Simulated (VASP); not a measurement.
Runs of VASP 6.6.1 on LiTi. The typed cell holds 2 atoms: a = 2.775 Å, b = 2.775 Å, c = 3.574 Å, α = 90.00°, β = 90.00°, γ = 90.00°. 

```csv
k mesh,gap on the mesh (eV),largest force (eV/Å)
16 × 16 × 12,none,1.19
9 × 9 × 7,none,1.22
13 × 13 × 10,none,(a)
7 × 7 × 6,none,1.21
11 × 11 × 8,none,1.19
```

Alike in all rows: task single point; level PBE; potentials or basis VASP PAW PBE potentials, release 64 (Li_sv, Ti_sv); no spin polarisation; cell as given; cutoff (eV) 520; smearing methfessel-paxton 0.05 eV.

Problem. Estimate the missing entries.

Solution. (a) 1.23.

Caveats: forces of over 1 eV/Å act on the atoms, so gaps and moduli don't describe the material at rest.

A gap of «none» marks levels without a gap at the run's occupations.
